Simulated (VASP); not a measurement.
# TaC5 (I4/mmm) in VASP: further runs

TaC5 is run at these levels: PBE; tasks: single point.

Program: VASP 6.6.1. These are calculated values, not measurements. Logs are shortened: lines on timing, memory, paths and dates and some standing lists are left out, and cuts for length are marked.

## Step 1: The cell of the first run

It takes space group I4/mmm (No. 139, tetragonal). Conventional cell: a = 4.518 Å, b = 4.518 Å, c = 5.354 Å, α = 90.00°, β = 90.00°, γ = 90.00°. Within 3.2 Å of Ta (site symmetry 4/mmm) lie 22 C at 2.36 to 3.19 Å. Within 1.8 Å of C (site symmetry 2mm) lie 2 C at 1.33 to 1.34 Å. C (site symmetry 4/mmm) has 16 C at 2.36 to 3.02 Å and 6 Ta at 2.68 to 3.19 Å within 3.2 Å.

The cell was generated, and may not be a known phase.

## Step 2: Single point, PBE

The input, INCAR:

```
PREC = Accurate ; ENCUT = 520
EDIFF = 1E-6 ; ISMEAR = 0
SIGMA = 0.1 ; LREAL = F
LASPH = T ; NELM = 100
ALGO = Normal ; ISIF = 2
LWAVE = F ; LCHARG = F
GGA = PE ; NBANDS = 24
```

The input, KPOINTS:

```
Automatic mesh
0
Gamma
  6 6 6
```

The input, POSCAR:

```
TaC5
1.0
   -2.2589063304      2.2589063304      2.6769872930
    2.2589063304     -2.2589063304      2.6769872930
    2.2589063304      2.2589063304     -2.6769872930
Ta C
1 5
Direct
    0.5000000000      0.5000000000      0.0000000000
    0.6255929850      0.1255929850      0.5000000000
    0.1255929850      0.6255929850      0.5000000000
    0.3744070150      0.8744070150      0.5000000000
    0.8744070150      0.3744070150      0.5000000000
    0.0000000000      0.0000000000      0.0000000000
```

Potentials or basis: VASP PAW PBE potentials, release 64 (Ta_pv, C).

Launch:

```sh
$ cat potpaw_PBE.64/Ta_pv/POTCAR potpaw_PBE.64/C/POTCAR > POTCAR
$ mpirun -np 1 vasp_std > vasp.out
```

OUTCAR:

```text
PREC = Accurate
   ENCUT = 520
   EDIFF = 1E-6
   ISMEAR = 0
   LREAL = F
   LASPH = T
   NELM = 100
   ISIF = 2
   GGA = PE

 ion  position               nearest neighbor table
   1  0.500  0.500  0.000-   3 2.36   2 2.36   4 2.36   5 2.36   2 2.36   3 2.36   4 2.36   5 2.36
                             6 2.68   6 2.68
   2  0.626  0.126  0.500-   5 1.33   4 1.34   1 2.36   1 2.36
   3  0.126  0.626  0.500-   4 1.33   5 1.34   1 2.36   1 2.36
   4  0.374  0.874  0.500-   3 1.33   2 1.34   1 2.36   1 2.36
   5  0.874  0.374  0.500-   2 1.33   3 1.34   1 2.36   1 2.36
   6  0.000  0.000  0.000-   1 2.68   1 2.68

  LATTYP: Found a body centered tetragonal cell.
 ALAT       =     4.5178126608
 C/A-ratio  =     1.1850811417

  Lattice vectors:

 A1 = (  -2.2589063304,   2.2589063304,   2.6769872930)
 A2 = (   2.2589063304,  -2.2589063304,   2.6769872930)
 A3 = (   2.2589063304,   2.2589063304,  -2.6769872930)

Analysis of symmetry for initial positions (statically):
=====================================================================
 Subroutine PRICEL returns:
 Original cell was already a primitive cell.

 Routine SETGRP: Setting up the symmetry group for a
 body centered tetragonal supercell.

 Subroutine GETGRP returns: Found 16 space group operations
 (whereof 16 operations were pure point group operations)
 out of a pool of 16 trial point group operations.

The static configuration has the point symmetry D_4h.

Analysis of symmetry for dynamics (positions and initial velocities):
=====================================================================
 Subroutine PRICEL returns:
 Original cell was already a primitive cell.

 Routine SETGRP: Setting up the symmetry group for a
 body centered tetragonal supercell.

 Subroutine GETGRP returns: Found 16 space group operations
 (whereof 16 operations were pure point group operations)
 out of a pool of 16 trial point group operations.

The dynamic configuration has the point symmetry D_4h.

 Subroutine INISYM returns: Found 16 space group operations
 (whereof 16 operations are pure point group operations),
 and found     1 'primitive' translations

----------------------------------------------------------------------------------------

                                     Primitive cell

  volume of cell :      54.6390

  direct lattice vectors                    reciprocal lattice vectors
    -2.258906330  2.258906330  2.676987293     0.000000000  0.221346053  0.186777129
     2.258906330 -2.258906330  2.676987293     0.221346053  0.000000000  0.186777129
     2.258906330  2.258906330 -2.676987293     0.221346053  0.221346053  0.000000000

  length of vectors
     4.167922334  4.167922334  4.167922334     0.289620046  0.289620046  0.313030590

  position of ions in fractional coordinates (direct lattice)
     0.500000000  0.500000000  0.000000000
     0.625592985  0.125592985  0.500000000
     0.125592985  0.625592985  0.500000000
     0.374407015  0.874407015  0.500000000
     0.874407015  0.374407015  0.500000000
     0.000000000  0.000000000  0.000000000

  ion indices of the primitive-cell ions
   primitive index   ion index
                 1           1
                 2           2
                 3           3
                 4           4
                 5           5
                 6           6

----------------------------------------------------------------------------------------

 KPOINTS: Automatic mesh

Automatic generation of k-mesh.
 Grid dimensions read from file:
 generate k-points for:    6    6    6

 Generating k-lattice:

  Cartesian coordinates                     Fractional coordinates (reciprocal lattice)
     0.000000000  0.036891009  0.031129521     0.166666667  0.000000000  0.000000000
     0.036891009  0.000000000  0.031129521     0.000000000  0.166666667  0.000000000
     0.036891009  0.036891009  0.000000000     0.000000000  0.000000000  0.166666667

  Length of vectors
     0.048270008  0.048270008  0.052171765

  Shift w.r.t. Gamma in fractional coordinates (k-lattice)
     0.000000000  0.000000000  0.000000000

 Subroutine IBZKPT returns following result:
 ===========================================

 Found     30 irreducible k-points:

 Following reciprocal coordinates:
            Coordinates               Weight
  0.000000  0.000000  0.000000      1.000000
  0.166667 -0.000000  0.000000      8.000000
  0.333333 -0.000000  0.000000      8.000000
  0.500000 -0.000000  0.000000      4.000000
  0.166667  0.166667  0.000000      8.000000
  0.333333  0.166667  0.000000     16.000000
[... 16 lines left out ...]
 -0.333333 -0.333333  0.166667      8.000000
 -0.166667 -0.333333  0.166667      8.000000
 [... further k-points ...]
   k-points           NKPTS =     30   k-points in BZ     NKDIM =     30   number of bands    NBANDS=     24
   number of dos      NEDOS =    301   number of ions     NIONS =      6
   total plane-waves  NPLWV =  32768
   dimension x,y,z NGX =    32 NGY =   32 NGZ =   32
   dimension x,y,z NGXF=    64 NGYF=   64 NGZF=   64
   ions per type =               1   5
   NGX,Y,Z   is equivalent  to a cutoff of  12.76, 12.76, 12.76 a.u.
   NGXF,Y,Z  is equivalent  to a cutoff of  25.53, 25.53, 25.53 a.u.
 SYSTEM =  unknown system
   PREC   = accura    normal or accurate (medium, high low for compatibility)
   ISTART =      0    job   : 0-new  1-cont  2-samecut
   ICHARG =      2    charge: 1-file 2-atom 10-const
   ISPIN  =      1    spin polarized calculation?
   LNONCOLLINEAR =      F non collinear calculations
   LSORBIT =      F    spin-orbit coupling
   LASPH  =      T    aspherical Exc in radial PAW
   ENCUT  =  520.0 eV  38.22 Ry    6.18 a.u.   7.75  7.75  7.75*2*pi/ulx,y,z
   NELM   =    100;   NELMIN=  2; NELMDL= -5     # of ELM steps
   EDIFF  = 0.1E-05   stopping-criterion for ELM
   LREAL  =      F    real-space projection
[... 7 lines left out ...]
   TEBEG  =    0.0;   TEEND  =   0.0 temperature during run
   PSTRESS=    0.0 pullay stress
   NELECT =      31.0000    total number of electrons
   NUPDOWN=      -1.0000    fix difference up-down
   EMIN   =  10.00;   EMAX   =-10.00  energy-range for DOS
   EFERMI =   0.00;   METHOD = LEGACY
   ISMEAR =     0;   SIGMA  =   0.10  broadening in eV -4-tet -1-fermi 0-gaus
   EFERMI_NEDOS =   21; number of points for ismear=-14 and -15
   IALGO  =     38    algorithm
   IMIX   =      4    mixing-type and parameters
     AMIX     =   0.40;   BMIX     =  1.00
     AMIX_MAG =   1.60;   BMIX_MAG =  1.00
  volume/ion in A,a.u.               =       9.11        61.45
  Fermi-wavevector in a.u.,A,eV,Ry     =   1.355276  2.561101 24.990822  1.836774
  Thomas-Fermi vector in A             =   2.482377
   LORBIT       =      0    0 simple, 1 ext, 2 COOP (PROOUT), +10 PAW based schemes
   GGA     = PE    functional components
   LHFCALC =     F    Hartree Fock is set to
   AEXX    =    0.0000 exact exchange contribution
   IVDW    =     0    specifies the selected vdW correction
   LEPSILON=     F    determine dielectric tensor
   LRPA    =     F    only Hartree local field effects (RPA)
 non-spin polarized calculation
 Gauss-broadening in eV      SIGMA  =   0.10
  energy-cutoff  :      520.00
  volume of cell :       54.64
 maximum number of plane-waves:      1490
   NGX = 15   NGY = 15   NGZ = 15

 number of electron      30.9999996 magnetization

 Free energy of the ion-electron system (eV)
  ---------------------------------------------------
  ext. energy  EPLUGINS =         0.00000000
  ---------------------------------------------------
  free energy    TOTEN  =       -46.59815316 eV

  energy without entropy =      -46.58335394  energy(sigma->0) =      -46.59075355

 E-fermi :   7.6628     XC(G=0): -12.2097

 val. band max:        7.6587600667   @ k =   0.5000   0.3333   0.0000
 cond. band min:       7.6691683820   @ k =  -0.1667   0.1667   0.1667
 fundamental gap:      0.0104083153
 Fermi energy:         7.6628328678

 k-point     1 :       0.0000    0.0000    0.0000
  band No.  band energies     occupation
      1     -28.2137      2.00000
      2     -28.2137      2.00000
      3     -27.8238      2.00000
      4     -12.0554      2.00000
      5      -8.3289      2.00000
      6      -7.4511      2.00000
[... 16 lines left out ...]
     23      11.4097      0.00000
     24      11.4097      0.00000

 k-point     2 :       0.1667   -0.0000    0.0000
  band No.  band energies     occupation
      1     -28.2206      2.00000
      2     -28.2156      2.00000
      3     -27.8274      2.00000
      4     -11.8279      2.00000
      5      -8.8517      2.00000
      6      -6.8958      2.00000
[... 16 lines left out ...]
     23      11.5816      0.00000
     24      12.5671      0.00000

 k-point     3 :       0.3333   -0.0000    0.0000
  band No.  band energies     occupation
      1     -28.2344      2.00000
      2     -28.2193      2.00000
      3     -27.8343      2.00000
      4     -11.2312      2.00000
      5      -9.6111      2.00000
      6      -6.0456      2.00000
[... 16 lines left out ...]
     23      12.1502      0.00000
     24      13.5693      0.00000
[... 514 lines left out ...]
 k-point    23 :      -0.3333   -0.3333    0.1667
  band No.  band energies     occupation
      1     -28.2315      2.00000
      2     -28.2279      2.00000
      3     -27.8438      2.00000
      4     -10.5214      2.00000
      5     -10.3183      2.00000
      6      -6.4222      2.00000
[... 16 lines left out ...]
     23      12.3447      0.00000
     24      13.1930      0.00000

 k-point    24 :      -0.1667   -0.3333    0.1667
  band No.  band energies     occupation
      1     -28.2269      2.00000
      2     -28.2218      2.00000
      3     -27.8387      2.00000
      4     -11.0573      2.00000
      5     -10.1036      2.00000
      6      -5.4072      2.00000
[... 16 lines left out ...]
     23      11.8988      0.00000
     24      13.4876      0.00000

 [... further k-points ...]

------------------------ aborting loop because EDIFF is reached ----------------------------------------

  FORCE on cell =-STRESS in cart. coord.  units (eV):
  Direction    XX          YY          ZZ          XY          YZ          ZX
  --------------------------------------------------------------------------------------
  -------------------------------------------------------------------------------------
  Total       -0.0329526     -0.0329526     -0.1095573      0.0000000      0.0000000      0.0000000
  in kB       -0.9662674     -0.9662674     -3.2125447      0.0000000      0.0000000      0.0000000
  external PRESSURE =      -1.7150265 kB  Pullay stress =       0.0000000 kB

 VOLUME and BASIS-vectors are now :
 -----------------------------------------------------------------------------
  energy-cutoff  :      520.00
  volume of cell :       54.64
      direct lattice vectors                 reciprocal lattice vectors
    -2.258906330  2.258906330  2.676987293     0.000000000  0.221346053  0.186777129
     2.258906330 -2.258906330  2.676987293     0.221346053  0.000000000  0.186777129
     2.258906330  2.258906330 -2.676987293     0.221346053  0.221346053  0.000000000

 POSITION                                       TOTAL-FORCE (eV/Angst)
 -----------------------------------------------------------------------------------
      0.00000      0.00000      2.67699        -0.000000     -0.000000     -0.000000
      0.00000      2.25891      0.67242         0.000000      0.000000      0.021270
      2.25891      0.00000      0.67242         0.000000      0.000000      0.021270
      2.25891      0.00000      2.00457         0.000000      0.000000     -0.021270
      0.00000      2.25891      2.00457         0.000000      0.000000     -0.021270
      0.00000      0.00000      0.00000        -0.000000     -0.000000     -0.000000
 -----------------------------------------------------------------------------------
    total drift:                               -0.000000     -0.000000      0.000000

  FREE ENERGIE OF THE ION-ELECTRON SYSTEM (eV)
  ---------------------------------------------------
  free  energy   TOTEN  =       -46.5981531629 eV

  energy  without entropy=      -46.5833539396  energy(sigma->0) =      -46.59075355
```

Wall time 28 s (1 thread of Intel Xeon Platinum 8259CL at 2.50GHz (Skylake/Cascade Lake), shared host); peak memory 0.18 GiB.

What came out:

```yaml
Free_energy: -46.5982 eV
Pressure: -0.2 GPa
Largest_force: 0.021 eV/Å
Band_gap_on_the_k_mesh: zero (an odd number of electrons rules out a gap without spin polarisation)
```

Forces on the atoms (eV/Å):
```
Ta   0.000  0.000  0.000
C    0.000  0.000  0.021
C    0.000  0.000  0.021
C    0.000  0.000 -0.021
C    0.000  0.000 -0.021
C    0.000  0.000  0.000
```

Stress tensor (GPa, compression positive):
```
-0.10  0.00  0.00
 0.00 -0.10  0.00
 0.00  0.00 -0.32
```

Caveat: spin-orbit coupling is left out, which moves the levels of the heavy elements.

## Step 3: Single point, PBE

This run uses another cell than the first one, of 16.27 Å³/atom.

The input, INCAR:

```
SYSTEM = TaC5
ALGO = Normal
EDIFF = 1E-7
ENCUT = 520
GGA = PE
ISIF = 2
ISMEAR = 0
LASPH = .True.
LCHARG = .False.
LREAL = .False.
LWAVE = .False.
NBANDS = 24
NELM = 100
PREC = Accurate
SIGMA = 0.1
```

The input, KPOINTS:

```
k-points
0
Gamma
  6 6 6
  0 0 0
```

The input, POSCAR:

```
TaC5
1.0
   -2.3864549200      2.3864549200      4.2849747800
    2.3864549200     -2.3864549200      4.2849747800
    2.3864549200      2.3864549200     -4.2849747800
Ta C
1 5
Direct
    0.5000000000      0.5000000000      0.0000000000
    0.6256838200      0.1256838200      0.5000000000
    0.1256838200      0.6256838200      0.5000000000
    0.3743161800      0.8743161800      0.5000000000
    0.8743161800      0.3743161800      0.5000000000
    0.0000000000      0.0000000000      0.0000000000
```

Potentials or basis: VASP PAW PBE potentials, release 64 (Ta_pv, C).

Launch:

```sh
$ cat potpaw_PBE.64/Ta_pv/POTCAR potpaw_PBE.64/C/POTCAR > POTCAR
$ mpirun -np 1 vasp_std > vasp.out
```

It took 97 s on 1 thread of Intel Xeon Platinum 8259CL at 2.50GHz (Skylake/Cascade Lake), shared host; peak memory 0.28 GiB.

The run converged. Its results:

```
Free energy            : -35.6357 eV
Pressure               : -37.5 GPa
Largest force          : 0.913 eV/Å
Band gap on the k mesh : zero (an odd number of electrons rules out a gap without spin polarisation)
```

Forces on the atoms (eV/Å):
```
Ta   0.000  0.000  0.000
C    0.000  0.000 -0.913
C    0.000  0.000 -0.913
C    0.000  0.000  0.913
C    0.000  0.000  0.913
C    0.000  0.000  0.000
```

Stress tensor (GPa, compression positive):
```
-36.85   0.00   0.00
  0.00 -36.85   0.00
  0.00   0.00 -38.73
```

Levels at points of the mesh, in eV from the Fermi level:
```
           k point  band 13  band 14  band 15  band 16  band 17  band 18
(0.00, 0.00, 0.00)    -2.37    -0.66    -0.66     0.63     0.76     1.22
(0.50, 0.00, 0.00)    -1.40    -0.96    -0.64    -0.29     1.10     1.31
(0.50, 0.50, 0.00)    -0.69    -0.14     0.68     0.75     0.78     0.98
(0.50, 0.50, 0.50)    -1.52    -0.05    -0.05     0.33     0.51     0.70
```

Caveat: the cell stands under tension; spin-orbit coupling is left out, which moves the levels of the heavy elements.

The gap in the log of VASP goes by the Fermi energy; the results here count the filled bands.